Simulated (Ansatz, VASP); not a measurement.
Two plane-wave programs on WC

Contents of INCAR:

```
PREC = Accurate
ENCUT = 600
EDIFF = 1E-6
ISMEAR = -1
SIGMA = 0.08
LREAL = False
LASPH = True
NELM = 60
ALGO = Normal
ISIF = 3
LWAVE = False
LCHARG = False
GGA = PS
IBRION = 2
NSW = 100
EDIFFG = -0.002
```

Contents of KPOINTS:

```
Automatic mesh
0
Gamma
  18 18 16
```

Contents of POSCAR:

```
WC
1.0
    2.9065000000      0.0000000000      0.0000000000
   -1.4532500000      2.5171028361      0.0000000000
    0.0000000000      0.0000000000      2.8366000000
W C
1 1
Direct
    0.0000000000      0.0000000000      0.0000000000
    0.6666666667      0.3333333333      0.5000000000
```

Input for Ansatz:

```yaml
crystal:
  lattice:
    - [2.9065, 0.0, 0.0]
    - [-1.45325, 2.5171028361, 0.0]
    - [0.0, 0.0, 2.8366]
  atoms:
    - { symbol: W, position: [0.0, 0.0, 0.0] }
    - { symbol: C, position: [0.666666666667, 0.333333333333, 0.5] }
kpoints:
  mp_grid: { grid: [18, 18, 16] }
scf:
  occupations: { method: fermi_dirac, width: 0.08 }
hamiltonian:
  xc: pbesol
  pseudopotentials: { kind: paw }
relax:
  f_tol: 0.002
  max_steps: 80
  cell: {}
output:
  forces: true
  stress: true
```

Alike in both runs: task relaxation of cell and atoms; functional PBEsol; k mesh 18 × 18 × 16; occupations fermi-dirac, width 0.08 eV; no spin polarisation.

|  | VASP | Ansatz |
| --- | --- | --- |
| version | VASP 6.6.1 | Ansatz 0.2.0 |
| potentials or method | VASP PAW PBE potentials, release 64 (W_sv, C) | PAW with Ansatz's default frozen-core files, scalar-relativistic |
| plane-wave cutoff (eV) | 600 | 420 |
| valence electrons in the cell | 18 | 18 |

VASP gave:

| Quantity | Value |
| --- | --- |
| relaxed volume (Å³/atom) | 10.32 |
| relaxed cell length with the largest relative difference (Å) | 2.830 |

Estimate Ansatz's values.

relaxed volume (Å³/atom): 10.29; relaxed cell length with the largest relative difference (Å): 2.827.

VASP's potentials were made for PBE, not for PBEsol.

Neither program's run includes spin-orbit coupling.
